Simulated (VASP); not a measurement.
Re:

```xyz
2
Lattice="4.1319 0.0000 0.0000 -1.2048 3.6217 0.0000 1.2794 1.8564 2.5464" Properties=species:S:1:pos:R:3 pbc="T T T"
Re    1.8610    2.0627    1.6213
Re   -0.1264    2.0685    0.5175
```

* Program: VASP 6.6.1
* Task: relaxation of cell and atoms
* Functional: PBE
* Potentials or basis: VASP PAW PBE potentials, release 64 (Re)
* Cutoff: 600 eV
* k mesh: 6 × 6 × 6
* Occupations: gaussian, width 0.1 eV
* Spin: no spin polarisation

At the start: pressure 23.4 GPa; volume 19.05 Å³/atom.

Task: Where does the relaxation end?

Result: Over 54 steps the energy falls by 1651.3 meV/atom and the volume is 14.97 Å³/atom (-21.4 %); space group Fm-3m (No. 225, to 0.05 Å).

Step by step:
```
step  energy change (eV)  largest force (eV/Å)  pressure (GPa)  volume (Å³)
   1              0.0000                2.4588           23.38        38.11
   3             -0.4681                0.6584           -6.88        42.75
   5             -0.4818                0.3932           -3.16        41.98
   7             -0.7803                3.5626            1.89        39.76
   9             -1.0121                3.4147           -0.08        39.10
  11             -0.8802                5.1614           28.18        34.12
  13             -1.3587                4.2732           11.98        35.73
  15             -1.6525                2.0556           -3.51        36.84
  17             -1.8222                1.2739           -5.68        36.21
  19             -1.6186                1.5873           44.93        29.96
  21             -2.1719                0.7565            3.58        33.59
  23             -2.2566                0.6764           -4.82        33.98
  25             -2.3616                2.0405           10.56        31.75
  27             -2.4103                2.0735           11.33        31.44
  29             -2.4876                1.8810           10.24        31.15
  31             -2.6101                0.5083          -15.77        33.13
  33             -2.6745                0.7591           -9.54        32.41
  35             -2.8691                1.2912            4.24        30.40
  37             -3.2029                0.7521            0.08        30.10
  39             -3.2372                0.4574            0.54        29.99
  41             -3.2775                0.1938           -0.84        30.04
  43             -3.2854                0.2066           -1.68        30.10
  45             -3.2945                0.1877            2.22        29.77
  47             -3.2989                0.1358           -0.49        29.98
  49             -3.3009                0.0849            0.24        29.92
  51             -3.3021                0.0222           -0.46        29.97
  53             -3.3024                0.0103            0.34        29.90
  54             -3.3025                0.0019           -0.15        29.94
```

Final structure:
```cif
data_structure
_symmetry_space_group_name_H-M 'P 1'
_symmetry_Int_Tables_number 1
_cell_length_a 5.5310
_cell_length_b 2.7629
_cell_length_c 2.7628
_cell_angle_alpha 89.926
_cell_angle_beta 60.138
_cell_angle_gamma 119.903
_cell_volume 29.94
loop_
_atom_site_label
_atom_site_type_symbol
_atom_site_fract_x
_atom_site_fract_y
_atom_site_fract_z
_atom_site_occupancy
Re1 Re 0.43339 0.35502 0.42003 1
Re2 Re 0.93342 0.35512 0.41990 1
```

Caveat: the k points lie up to 0.46 Å⁻¹ apart in the final cell; the volume moved by over 15 % at a fixed basis, so the end points are rough.
